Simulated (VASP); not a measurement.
A run of VASP 6.6.1:

INCAR

```
SYSTEM = Sb
PREC     = Accurate       ! precision mode
ENCUT    = 520            ! plane-wave cutoff, eV
EDIFF    = 1E-7           ! SCF threshold, eV
ISMEAR   = 0              ! smearing method
SIGMA    = 0.1            ! smearing width, eV
LREAL    = .False.        ! projectors in reciprocal space
LASPH    = .True.         ! aspherical terms in the spheres
NELM     = 80             ! most SCF steps
ALGO     = Normal         ! electronic algorithm
ISIF     = 2              ! what is computed and relaxed
LWAVE    = .False.        ! write WAVECAR
LCHARG   = .False.        ! write CHGCAR
GGA      = PE             ! functional
NBANDS   = 30             ! bands
```

The input KPOINTS:

```
regular mesh
0
Gamma
  4 4 4
  0 0 0
```

Contents of POSCAR:

```
Sb
1.0
    8.2565782372      0.0000000000      0.0000000000
    0.0000000000      8.2565782372      0.0000000000
    0.0000000000      0.0000000000      4.4106367364
Sb
8
Direct
    0.1226627859      0.1226627859      0.5000000000
    0.7122457418      0.7122457418      0.5000000000
    0.2877542582      0.2877542582      0.0000000000
    0.2122457418      0.7877542582      0.7500000000
    0.3773372141      0.6226627859      0.2500000000
    0.8773372141      0.8773372141      0.0000000000
    0.7877542582      0.2122457418      0.2500000000
    0.6226627859      0.3773372141      0.7500000000
```

Potentials or basis: VASP PAW PBE potentials, release 64 (Sb).

Launch:

```sh
$ cat potpaw_PBE.64/Sb/POTCAR > POTCAR
$ mpirun -np 1 vasp_std > vasp.out
```

Hardware: 1 thread of Intel(R) Xeon(R) Platinum 8559C (Emerald Rapids), on a shared host.

Question: How long does it take, and how much memory?

Answer: Run time: 85 s on 1 thread of Intel(R) Xeon(R) Platinum 8559C (Emerald Rapids), on a shared host, peak memory 0.4 GiB. Counts: scf iterations 15, k points 18.
